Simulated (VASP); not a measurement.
A run of VASP 6.6.1 is set up as follows.

File INCAR:

```
ALGO = Normal ; DIPOL = 0.5 0.5 0.396
EDIFF = 1E-7 ; ENCUT = 520
GGA = PE ; IDIPOL = 3
ISIF = 2 ; ISMEAR = 0
IVDW = 12 ; LASPH = True
LCHARG = True ; LDIPOL = True
LELF = True ; LREAL = False
LVACPOTAV = True ; LVHAR = True
LWAVE = False ; NBANDS = 31
NELM = 60 ; PREC = Accurate
SIGMA = 0.05
```

The input KPOINTS:

```
k-points
0
Gamma
  9 9 1
```

POSCAR

```
PtS2
1.0
    3.5415277692      0.0000000000      0.0000000000
   -1.7707638846      3.0670530163      0.0000000000
    0.0000000000      0.0000000000     22.4670602589
S Pt
4 2
Direct
    0.6666666667      0.3333333333      0.2002932270
    0.3333333333      0.6666666667      0.3108341745
    0.6666666667      1.3333333333      0.4817510615
    0.3333333333      1.6666666667      0.5922920091
    0.0000000000      0.0000000000      0.2555637007
    0.0000000000      1.0000000000      0.5370215353
```

Potentials or basis: VASP PAW PBE potentials, release 64 (S, Pt).

Launch:

```console
$ cat potpaw_PBE.64/S/POTCAR potpaw_PBE.64/Pt/POTCAR > POTCAR
$ mpirun -np 1 vasp_std > vasp.out
```

Task: Estimate the band gap on the k mesh.

Result: 1.62 eV, indirect (least direct gap 1.71 eV).

Task: Predict the largest force.

Result: 0.056 eV/Å.

Task: Predict the dispersion energy per atom.

Result: -0.305 eV.

Forces in eV/Å, atoms in the order of the input:
```
S    0.000  0.000  0.042
S    0.000  0.000  0.023
S    0.000  0.000 -0.023
S    0.000  0.000 -0.042
Pt   0.000  0.000  0.056
Pt   0.000  0.000 -0.056
```

Caveat: spin-orbit coupling is left out, which moves the levels of the heavy elements.
